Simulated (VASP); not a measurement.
Here is a VASP 6.6.1 calculation.

INCAR

```
SYSTEM = Ga15CuHN16
PREC     = Accurate       ! precision mode
ENCUT    = 520            ! plane-wave cutoff, eV
EDIFF    = 1E-6           ! SCF threshold, eV
ISMEAR   = 0              ! smearing method
SIGMA    = 0.01           ! smearing width, eV
LREAL    = Auto         
LASPH    = .True.         ! aspherical terms in the spheres
NELM     = 80             ! most SCF steps
ALGO     = Normal         ! electronic algorithm
ISIF     = 2              ! what is computed and relaxed
LWAVE    = .False.        ! write WAVECAR
LCHARG   = .False.        ! write CHGCAR
GGA      = PE             ! functional
NELECT   = 288.0        
NBANDS   = 166            ! bands
```

The input KPOINTS:

```
Automatic mesh
0
Gamma
  1 1 1
  0.25 0.25 0.25
```

Contents of POSCAR:

```
Ga15CuHN16
1.0
    6.4372426888      0.0000000007      0.0000000000
   -3.2186213488      5.5748157007      0.0000000000
    0.0000000000      0.0000000000     10.4870679900
Ga N Cu H
15 16 1 1
Direct
    0.3488879893      0.1738251823      0.2432397207
    0.1608548478      0.3433189796      0.5027137174
    0.3357122203      0.1669320907      0.7491065195
    0.1677531295      0.3367691216      0.9996266336
    0.3383568155      0.6691386132      0.2491732704
    0.1566041825      0.8140907043      0.5038912805
    0.3372106793      0.6673635019      0.7500932795
    0.1674744366      0.8361291897      0.9991607364
    0.8395037516      0.1702371062      0.2523874606
    0.8319552005      0.1668945100      0.7491078485
    0.6691700425      0.3371223355      0.9960672847
    0.8379482627      0.6696537266      0.2502053209
    0.6702726663      0.8408949354      0.4978153569
    0.8302011968      0.6625027500      0.7494708092
    0.6685314904      0.8377113306      1.0003925617
    0.2709348519      0.1335038092      0.4253085663
    0.1738923046      0.3379183242      0.1863848696
    0.3326136241      0.1686873416      0.9396507379
    0.1677130628      0.3339256909      0.6901554251
    0.3361186702      0.6693910195      0.4376425342
    0.1731472221      0.8360223243      0.1859336840
    0.3355306427      0.6699863751      0.9379717725
    0.1664945491      0.8318229186      0.6915991551
    0.8352226185      0.1667563351      0.4356535509
    0.6772250723      0.3386728461      0.1845672147
    0.8364650524      0.1686944504      0.9391622068
    0.6648389946      0.3311104418      0.7021044592
    0.8349449764      0.6835922596      0.4319096577
    0.6700192341      0.8366744817      0.1868053744
    0.8354752510      0.6723701188      0.9397080843
    0.6685936722      0.8344435658      0.6884496444
    0.7154304089      0.3692258877      0.5151553019
    0.0904289694      0.0409807704      0.3951221231
```

Potentials or basis: VASP PAW PBE potentials, release 64 (Ga_d, N, Cu, H).

The run is started by

```sh
$ cat potpaw_PBE.64/Ga_d/POTCAR potpaw_PBE.64/N/POTCAR potpaw_PBE.64/Cu/POTCAR potpaw_PBE.64/H/POTCAR > POTCAR
$ mpirun -np 1 vasp_std > vasp.out
```

Task: What does it give for the largest force?

Result: 0.225 eV/Å.

Forces in eV/Å, atoms in the order of the input:
```
Ga  -0.036  0.006 -0.029
Ga  -0.005  0.003 -0.008
Ga  -0.025  0.040 -0.017
Ga   0.053 -0.023 -0.006
Ga  -0.066  0.048  0.011
Ga   0.008 -0.040  0.016
Ga  -0.051  0.040 -0.004
Ga   0.055 -0.027  0.012
Ga  -0.064  0.020  0.050
Ga  -0.052  0.035  0.012
Ga   0.054 -0.028 -0.010
Ga  -0.028  0.031 -0.012
Ga   0.046  0.020 -0.028
Ga  -0.052  0.020 -0.021
Ga   0.053 -0.029  0.003
N   -0.056  0.146  0.012
N    0.007 -0.028  0.013
N    0.000 -0.006 -0.003
N    0.008 -0.004  0.045
N   -0.014 -0.019 -0.018
N    0.011  0.004 -0.024
N    0.002 -0.009  0.004
N    0.023 -0.006 -0.090
N    0.017 -0.109 -0.075
N   -0.019  0.003  0.013
N    0.003 -0.002  0.022
N   -0.028 -0.004  0.022
N    0.080 -0.143  0.154
N    0.000  0.000 -0.008
N    0.002  0.000 -0.017
N    0.006 -0.016  0.032
Cu   0.027 -0.002 -0.061
H    0.037  0.077  0.013
```

Caveat: the k points lie up to 0.56 Å⁻¹ apart; the cell carries a net charge on a neutralising background, which shifts energy and pressure.
